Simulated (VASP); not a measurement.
Wanted: the native input for a VASP 6.6.1 run.

| Item | Value |
| --- | --- |
| Task | density of states |
| Functional | LDA |
| Potentials or basis | VASP PAW LDA potentials, release 64 (Cu_sv_GW, O) |
| Cutoff | 610 eV |
| k mesh | 9 × 9 × 5 |
| Occupations | fermi-dirac, width 0.05 eV |
| Spin | no spin polarisation |
| Dipole correction | no |
| k mesh for the DOS | 14 × 14 × 8 |
| Second run | valence_matched |
| Occupations for the DOS | tetrahedron |
| Further INCAR settings | ALGO = Normal; EDIFF = 1e-06 |

The system is CuO.

```
Cu O
1.0
     3.28802    0.00000    0.00000
    -1.64401    2.84751    0.00000
     0.00000    0.00000    5.38502
Cu O
2 2
Direct
  0.66667 0.33333 0.00000
  0.33333 0.66667 0.50000
  0.66667 0.33333 0.62520
  0.33333 0.66667 0.12520
```

The input as run:

POSCAR

```
CuO
1.0
    3.2880244300      0.0000000000      0.0000000000
   -1.6440122100      2.8475126800      0.0000000000
    0.0000000000      0.0000000000      5.3850248600
Cu O
2 2
Direct
    0.6666666667      0.3333333333      0.0000000000
    0.3333333333      0.6666666667      0.5000000000
    0.6666666667      0.3333333333      0.6252000000
    0.3333333333      0.6666666667      0.1252000000
```

INCAR.step1

```
PREC = Accurate
ENCUT = 610
EDIFF = 1E-6
ISMEAR = -1
SIGMA = 0.05
LREAL = F
LASPH = T
NELM = 120
ALGO = Normal
ISIF = 2
LWAVE = F
LCHARG = T
LMAXMIX = 4
GGA = CA
NBANDS = 33
GGA_COMPAT = F
NEDOS = 2001
LORBIT = 11
```

KPOINTS.step1

```
regular mesh
0
Gamma
  9 9 5
```

INCAR.step2

```
PREC = Accurate
ENCUT = 610
EDIFF = 1E-6
ISMEAR = -5
SIGMA = 0.05
LREAL = F
LASPH = T
NELM = 120
ALGO = Normal
ISIF = 2
LWAVE = F
LCHARG = F
LMAXMIX = 4
GGA = CA
LORBIT = 11
NEDOS = 2001
ICHARG = 11
GGA_COMPAT = F
```

KPOINTS.step2

```
regular mesh
0
Gamma
  14 14 8
```

Potentials or basis: VASP PAW LDA potentials, release 64 (Cu_sv_GW, O).

Run with:

```sh
$ cat potpaw_LDA.64/Cu_sv_GW/POTCAR potpaw_LDA.64/O/POTCAR > POTCAR
$ cp INCAR.step1 INCAR
$ cp KPOINTS.step1 KPOINTS
$ mpirun -np 1 vasp_std > vasp.out
$ cp INCAR.step2 INCAR
$ cp KPOINTS.step2 KPOINTS
$ mpirun -np 1 vasp_std > vasp.out
```

Results of the run:

```
Valence electrons inside the program's atomic spheres : Cu 17.44; O 4.86
```

Caveat: semilocal functionals often make such compounds metallic where correlation or magnetic order opens a gap, which also shifts bond lengths.

It took 4.6 min on 1 thread of AMD EPYC 9R45 (Zen 5), on a shared host, peak memory 0.3 GiB.
